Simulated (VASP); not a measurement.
# Fe (Fmmm) in VASP: elastic constants with PBEsol

Aim: the elastic constants of Fe with PBEsol.

Program: VASP 6.6.1. These are calculated values, not measurements. Logs are shortened: lines on timing, memory, paths and dates and some standing lists are left out, and cuts for length are marked.

## Step 1: The cell of the first run

The structure is orthorhombic, space group Fmmm (No. 69). Conventional cell: a = 2.997 Å, b = 3.883 Å, c = 3.930 Å, α = 90.00°, β = 90.00°, γ = 90.00°. Within 3.2 Å of Fe (site symmetry mmm) lie 14 Fe at 2.45 to 3.00 Å.

## Step 2: Elastic constants, PBEsol, collinear spin, ferromagnetic start

File INCAR:

```
SYSTEM = Fe
PREC = Accurate ; ENCUT = 600
EDIFF = 1E-8 ; ISMEAR = -1
SIGMA = 0.05 ; LREAL = .FALSE.
LASPH = .TRUE. ; NELM = 150
ALGO = Normal ; ISIF = 3
LWAVE = .FALSE. ; LCHARG = .TRUE.
ISPIN = 2 ; MAGMOM = 3
LORBIT = 11 ; LMAXMIX = 4
GGA = PS ; NBANDS = 14
IBRION = 6 ; NFREE = 2
POTIM = 0.015 ; NSW = 1
```

File KPOINTS:

```
regular mesh
0
G
  12 12 12
  0 0 0
```

File POSCAR:

```
Fe
1.0
    0.0000000000      1.9417396906      1.9651051623
    1.4984397099      0.0000000000      1.9651051623
    1.4984397099      1.9417396906      0.0000000000
Fe
1
Direct
    0.0000000000      0.0000000000      0.0000000000
```

Potentials or basis: VASP PAW PBE potentials, release 64 (Fe).

The run is started by

```
cat potpaw_PBE.64/Fe/POTCAR > POTCAR
mpirun -np 1 vasp_std > vasp.out
```

OUTCAR:

```text
SYSTEM = Fe
   PREC = Accurate
   ENCUT = 600
   EDIFF = 1E-8
   ISMEAR = -1
   LREAL = .FALSE.
   LASPH = .TRUE.
   NELM = 150
   ISIF = 3
   ISPIN = 2
   LORBIT = 11
   GGA = PS
   IBRION = 6
   NFREE = 2
   POTIM = 0.015
   NSW = 1

 ion  position               nearest neighbor table
   1  0.000  0.000  0.000-

  LATTYP: Found a face centered orthorhombic cell.
 ALAT       =     2.9968794198
 B/A-ratio  =     1.2958410524
 C/A-ratio  =     1.3114342535

  Lattice vectors:

 A1 = (   0.0000000000,   1.9417396906,   1.9651051623)
 A2 = (   1.4984397099,   0.0000000000,   1.9651051623)
 A3 = (   1.4984397099,   1.9417396906,   0.0000000000)

Analysis of symmetry for initial positions (statically):
=====================================================================
 Subroutine PRICEL returns:
 Original cell was already a primitive cell.

 Routine SETGRP: Setting up the symmetry group for a
 face centered orthorhombic supercell.

 Subroutine GETGRP returns: Found  8 space group operations
 (whereof  8 operations were pure point group operations)
 out of a pool of  8 trial point group operations.

The static configuration has the point symmetry D_2h.

Analysis of symmetry for dynamics (positions and initial velocities):
=====================================================================
 Subroutine PRICEL returns:
 Original cell was already a primitive cell.

 Routine SETGRP: Setting up the symmetry group for a
 face centered orthorhombic supercell.

 Subroutine GETGRP returns: Found  8 space group operations
 (whereof  8 operations were pure point group operations)
 out of a pool of  8 trial point group operations.

The dynamic configuration has the point symmetry D_2h.

Analysis of structural, dynamic, and magnetic symmetry:
=====================================================================
 Subroutine PRICEL returns:
 Original cell was already a primitive cell.

 Routine SETGRP: Setting up the symmetry group for a
 face centered orthorhombic supercell.

 Subroutine GETGRP returns: Found  8 space group operations
 (whereof  8 operations were pure point group operations)
 out of a pool of  8 trial point group operations.

The overall configuration has the point symmetry D_2h.

 Subroutine INISYM returns: Found  8 space group operations
 (whereof  8 operations are pure point group operations),
 and found     1 'primitive' translations

----------------------------------------------------------------------------------------

                                     Primitive cell

  volume of cell :      11.4353

  direct lattice vectors                    reciprocal lattice vectors
     0.000000000  1.941739691  1.965105162    -0.333680426  0.257501045  0.254439309
     1.498439710  0.000000000  1.965105162     0.333680426 -0.257501045  0.254439309
     1.498439710  1.941739691  0.000000000     0.333680426  0.257501045 -0.254439309

  length of vectors
     2.762605894  2.471226388  2.452687218     0.492329947  0.492329947  0.492329947

  position of ions in fractional coordinates (direct lattice)
     0.000000000  0.000000000  0.000000000

  ion indices of the primitive-cell ions
   primitive index   ion index
                 1           1

----------------------------------------------------------------------------------------

 KPOINTS: regular mesh

Automatic generation of k-mesh.
 Grid dimensions read from file:
 generate k-points for:   12   12   12

 Generating k-lattice:

[... 113 lines left out ...]

  FORCE on cell =-STRESS in cart. coord.  units (eV):
  Direction    XX          YY          ZZ          XY          YZ          ZX
  --------------------------------------------------------------------------------------
  -------------------------------------------------------------------------------------
  Total       -1.0308136     -0.3997257     -0.5535923      0.0000000      0.0000000      0.0000000
  in kB     -144.4257522    -56.0049778    -77.5629851      0.0000000      0.0000000      0.0000000
  external PRESSURE =     -92.6645717 kB  Pullay stress =       0.0000000 kB
[... 86 lines left out ...]
  FREE ENERGIE OF THE ION-ELECTRON SYSTEM (eV)
  ---------------------------------------------------
  free  energy   TOTEN  =        -8.8996508841 eV

  energy  without entropy=       -8.8915883528  energy(sigma->0) =       -8.89561962

[... ionic steps 4 to 16 ...]

--------------------------------------- Ionic step       17  -------------------------------------------

 number of electron       7.9999999 magnetization       2.2448456

------------------------ aborting loop because EDIFF is reached ----------------------------------------
[... 65 lines left out ...]
--------------------------------------- Ionic step       19  -------------------------------------------

 number of electron       8.0000000 magnetization       2.2448216

 Free energy of the ion-electron system (eV)
  ---------------------------------------------------
  ext. energy  EPLUGINS =         0.00000000
  ---------------------------------------------------
  free energy    TOTEN  =        -8.88573294 eV

  energy without entropy =       -8.87820060  energy(sigma->0) =       -8.88196677

 E-fermi :   5.6081     XC(G=0): -13.2387

 val. band max:        5.6026931587   @ k =  -0.4167   0.1667   0.1667
 cond. band min:       5.6094214454   @ k =  -0.3333   0.2500   0.1667
 fundamental gap:      0.0067282866
 Fermi energy:         5.6080852442

 spin component 1

 k-point     1 :       0.0000    0.0000    0.0000
  band No.  band energies     occupation
      1      -2.8855      1.00000
      2       3.1319      1.00000
      3       3.2249      1.00000
      4       3.5597      1.00000
      5       4.2986      1.00000
      6       4.6946      1.00000
      7      29.3831      0.00000
      8      30.8617      0.00000
      9      31.1238      0.00000
     10      35.0575      0.00000
     11      36.1249      0.00000
     12      36.3702      0.00000
     13      36.8660      0.00000
     14      36.9549      0.00000
[... 379 lines left out ...]
      3       3.4966      1.00000
      4       4.3996      1.00000
      5       5.0905      0.99997
      6       8.6071      0.00000
      7      12.7329      0.00000
      8      19.8638      0.00000
      9      25.4248      0.00000
     10      31.9057      0.00000
     11      35.5823      0.00000
     12      38.3457      0.00000
     13      43.7034      0.00000
     14      46.4285      0.00000

 [... further k-points ...]

 spin component 2

 k-point     1 :       0.0000    0.0000    0.0000
  band No.  band energies     occupation
      1      -2.6175      1.00000
      2       5.0433      0.99999
      3       5.1806      0.99981
      4       5.6735      0.21265
      5       6.8707      0.00000
      6       7.4628      0.00000
      7      29.2719      0.00000
      8      30.7999      0.00000
      9      31.0922      0.00000
     10      35.4967      0.00000
     11      36.2717      0.00000
     12      37.3718      0.00000
     13      37.6116      0.00000
     14      37.7000      0.00000
[... 419 lines left out ...]
  FREE ENERGIE OF THE ION-ELECTRON SYSTEM (eV)
  ---------------------------------------------------
  free  energy   TOTEN  =        -8.8857329437 eV

  energy  without entropy=       -8.8782005982  energy(sigma->0) =       -8.88196677

 INTERNAL STRAIN TENSORS FROM STRAINED CELLS
 ============================================

 INTERNAL STRAIN TENSOR FOR ION    1 for displacements in x,y,z  (eV/Angst):
          X           Y           Z          XY          YZ          ZX
  --------------------------------------------------------------------------------
  x    -0.00000    -0.00000     0.00000     0.00000    -0.00000     0.00000
  y     0.00000     0.00000     0.00000     0.00000     0.00000     0.00000
  z     0.00000     0.00000     0.00000     0.00000    -0.00000     0.00000

 INTERNAL STRAIN TENSORS FROM DISPLACED ATOMS
 ============================================

 INTERNAL STRAIN TENSOR FOR ION    1 for displacements in x,y,z  (eV/Angst):
          X           Y           Z          XY          YZ          ZX
  --------------------------------------------------------------------------------
  x     0.00000     0.00000     0.00000     0.00000     0.00000     0.00000
  y     0.00000     0.00000     0.00000     0.00000     0.00000     0.00000
  z     0.00000     0.00000     0.00000     0.00000     0.00000     0.00000

 Eigenvectors and eigenvalues of the dynamical matrix
 ----------------------------------------------------

   1 f  =    0.000000 THz     0.000000 2PiTHz    0.000000 cm-1     0.000000 meV
             X         Y         Z           dx          dy          dz
      0.000000  0.000000  0.000000     0.000000    1.000000    0.000000

   2 f  =    0.000000 THz     0.000000 2PiTHz    0.000000 cm-1     0.000000 meV
             X         Y         Z           dx          dy          dz
      0.000000  0.000000  0.000000     0.000000    0.000000    1.000000

   3 f/i=    0.000000 THz     0.000000 2PiTHz    0.000000 cm-1     0.000000 meV
             X         Y         Z           dx          dy          dz
      0.000000  0.000000  0.000000     1.000000    0.000000    0.000000

--------------------------------------------------------------------------------------------------------

 ELASTIC MODULI CONTR FROM IONIC RELAXATION (kBar)
 Direction    XX          YY          ZZ          XY          YZ          ZX
 --------------------------------------------------------------------------------
 XX           0.0000      0.0000      0.0000      0.0000      0.0000      0.0000
 YY           0.0000      0.0000      0.0000      0.0000      0.0000      0.0000
 ZZ           0.0000      0.0000      0.0000      0.0000      0.0000      0.0000
 XY           0.0000      0.0000      0.0000      0.0000      0.0000      0.0000
 YZ           0.0000      0.0000      0.0000      0.0000      0.0000      0.0000
 ZX           0.0000      0.0000      0.0000      0.0000      0.0000      0.0000
 --------------------------------------------------------------------------------

 TOTAL ELASTIC MODULI (kBar)
 Direction    XX          YY          ZZ          XY          YZ          ZX
 --------------------------------------------------------------------------------
 XX        2079.3657   1449.9426   1319.0270     -0.0000      0.0000      0.0000
 YY        1449.9426   2926.4718   1160.5463     -0.0000      0.0000      0.0000
 ZZ        1319.0270   1160.5463   2889.4830      0.0000      0.0000      0.0000
 XY          -0.0000     -0.0000      0.0000   1035.6274      0.0000      0.0000
 YZ           0.0000      0.0000      0.0000      0.0000    955.8209     -0.0000
 ZX           0.0000      0.0000      0.0000      0.0000     -0.0000    816.3006
 --------------------------------------------------------------------------------

 total charge

# of ion       s       p       d       tot
------------------------------------------
    1        0.489   0.540   6.231   7.260

 magnetization (x)

# of ion       s       p       d       tot
------------------------------------------
    1       -0.013  -0.050   2.297   2.234
```

It took 39 min on 1 thread of Oxide Virtual Turin-like, shared host; peak memory 0.34 GiB.

Results:

| Item | Value |
| --- | --- |
| Net moment | 2.24 μB per cell |
| Site moments | Fe +2.23 μB |
| Valence electrons inside the program's atomic spheres | Fe 7.26 |
| Voigt bulk modulus | 175 GPa |

Elastic tensor in Voigt notation (GPa, in the Cartesian axes of the cell as first typed):
```
208 145 132   0   0   0
145 293 116   0   0   0
132 116 289   0   0   0
  0   0   0  96   0   0
  0   0   0   0  82   0
  0   0   0   0   0 104
```

Clamped-ion elastic tensor (GPa):
```
208 145 132   0   0   0
145 293 116   0   0   0
132 116 289   0   0   0
  0   0   0  96   0   0
  0   0   0   0  82   0
  0   0   0   0   0 104
```

Caveat: the cell is under stress, which shifts elastic constants; the PAW data sets were made with another functional, which shifts forces and pressure a little.
